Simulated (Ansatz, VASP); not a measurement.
**Two plane-wave programs on CuMoH6**

File INCAR:

```
ALGO = Normal
EDIFF = 1E-7
ENCUT = 520
GGA = PE
ISIF = 2
ISMEAR = 0
ISPIN = 2
LASPH = T
LCHARG = F
LMAXMIX = 4
LORBIT = 11
LREAL = F
LWAVE = F
MAGMOM = 0 0 0 0 0 0 0 1
NBANDS = 30
NELM = 150
PREC = Accurate
SIGMA = 0.1
```

File KPOINTS:

```
k-points
0
Gamma
  6 6 6
```

The input POSCAR:

```
CuMoH6
1.0
    0.0000000000      3.0975530676      3.0975530676
    3.0975530676      0.0000000000      3.0975530676
    3.0975530676      3.0975530676      0.0000000000
Cu H Mo
1 6 1
Direct
    0.2500000000      0.2500000000      0.2500000000
    0.7889729691      0.2110270309      0.2110270309
    0.2110270309      0.7889729691      0.7889729691
    0.7889729691      0.2110270309      0.7889729691
    0.2110270309      0.7889729691      0.2110270309
    0.7889729691      0.7889729691      0.2110270309
    0.2110270309      0.2110270309      0.7889729691
    0.5000000000      0.5000000000      0.5000000000
```

Input for Ansatz:

```yaml
crystal:
  lattice:
    - [0.0, 3.0975530676, 3.0975530676]
    - [3.0975530676, 0.0, 3.0975530676]
    - [3.0975530676, 3.0975530676, 0.0]
  atoms:
    - { symbol: Cu, position: [0.25, 0.25, 0.25] }
    - { symbol: H, position: [0.7889729691, 0.2110270309, 0.2110270309] }
    - { symbol: H, position: [0.2110270309, 0.7889729691, 0.7889729691] }
    - { symbol: H, position: [0.7889729691, 0.2110270309, 0.7889729691] }
    - { symbol: H, position: [0.2110270309, 0.7889729691, 0.2110270309] }
    - { symbol: H, position: [0.7889729691, 0.7889729691, 0.2110270309] }
    - { symbol: H, position: [0.2110270309, 0.2110270309, 0.7889729691] }
    - { symbol: Mo, position: [0.5, 0.5, 0.5], spin: 1.0 }
basis:
  ecutwfc: 420
kpoints:
  mp_grid: { grid: [6, 6, 6] }
hamiltonian:
  xc: pbe
scf:
  occupations: { method: gaussian, width: 0.1 }
  lower_state_search: "off"
output:
  forces: true
  stress: true
  eigenvalues: true
  populations: true
magnetization:
  spin_polarized: true
```

Alike in both runs: task single point; functional PBE; k mesh 6 × 6 × 6; occupations gaussian, width 0.1 eV; collinear spin.

```csv
,VASP,Ansatz
version,VASP 6.6.1,Ansatz 0.2.0
potentials or method,"VASP PAW PBE potentials, release 64 (Cu, H, Mo_sv), cutoff 520 eV","scalar-relativistic, plane waves, PAW"
valence electrons in the cell,31,39
```

Ansatz gave:

- gap on the k mesh at the Fermi level (eV): none
- pressure (GPa): 0.3
- net moment per atom (μB): 0.10
- size of the moment on the site where the two differ most (μB): 0.29

**Question.** Estimate VASP's values.

**Answer.** gap on the k mesh at the Fermi level (eV): none; pressure (GPa): 0.4; net moment per atom (μB): 0.10; size of the moment on the site where the two differ most (μB): 0.64.

Site moments also hang on the region over which each program counts them. A gap of «none» marks a metal or a gap that the smearing closes. VASP's potentials hold 31 valence electrons a cell and Ansatz's 39, so a difference there can come from the potentials and not from the codes.
